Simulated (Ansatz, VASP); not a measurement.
**HfN: VASP beside Ansatz**

INCAR

```
SYSTEM = HfN
ALGO     = Normal         ! electronic algorithm
EDIFF    = 1E-6           ! SCF threshold, eV
ENCUT    = 520            ! plane-wave cutoff, eV
GGA      = PE             ! functional
ISIF     = 2              ! what is computed and relaxed
ISMEAR   = 0              ! smearing method
LASPH    = .TRUE.         ! aspherical terms in the spheres
LCHARG   = .FALSE.        ! write CHGCAR
LREAL    = .FALSE.        ! projectors in reciprocal space
LWAVE    = .FALSE.        ! write WAVECAR
NBANDS   = 23             ! bands
NELM     = 100            ! most SCF steps
PREC     = Accurate       ! precision mode
SIGMA    = 0.05           ! smearing width, eV
```

The input KPOINTS:

```
k-points
0
G
  12 12 6
  0 0 0
```

The input POSCAR:

```
HfN
1.0
    3.1953728034      0.0000000000      0.0000000000
   -1.5976864018      2.7672740223      0.0000000000
    0.0000000000      0.0000000000      5.5230058234
Hf N
2 2
Direct
    0.6666666700      0.3333333300      0.7500000000
    0.3333333300      0.6666666700      0.2500000000
    0.0000000000      0.0000000000      0.0000000000
    0.0000000000      0.0000000000      0.5000000000
```

Input for Ansatz:

```yaml
crystal:
  lattice:
    - [3.1953728034, 0.0, 0.0]
    - [-1.5976864018, 2.7672740223, 0.0]
    - [0.0, 0.0, 5.5230058234]
  atoms:
    - { symbol: Hf, position: [0.66666667, 0.33333333, 0.75] }
    - { symbol: Hf, position: [0.33333333, 0.66666667, 0.25] }
    - { symbol: "N", position: [0.0, 0.0, 0.0] }
    - { symbol: "N", position: [0.0, 0.0, 0.5] }
basis:
  ecutwfc: 500
  fft_grid_basis: typed
kpoints:
  mp_grid: { grid: [12, 12, 6] }
hamiltonian:
  xc: pbe
scf:
  occupations: { method: gaussian, width: 0.05 }
output:
  forces: true
  stress: true
  eigenvalues: true
  bader: true
  write_density: true
  volumetric_format: npy
  elf: true
```

Alike in both runs: task single point; functional PBE; k mesh 12 × 12 × 6; occupations gaussian, width 0.05 eV; no spin polarisation.

```csv
,VASP,Ansatz
version,VASP 6.6.1,Ansatz 0.2.0
potentials or method,"VASP PAW PBE potentials, release 64 (Hf_pv, N), cutoff 520 eV","scalar-relativistic, plane waves, PAW"
valence electrons in the cell,30,62
```

```csv
,VASP,Ansatz,Ansatz less VASP
gap on the k mesh at the Fermi level (eV),none,none,-
pressure (GPa),-10.7,-8.6,+2.08
"traceless stress, the component that is largest in VASP (GPa)",-0.32,-0.35,-0.030
```

A gap of «none» marks a metal or a gap that the smearing closes. VASP's potentials hold 30 valence electrons a cell and Ansatz's 62, so a difference there can come from the potentials and not from the codes.

Spin-orbit coupling is off throughout.
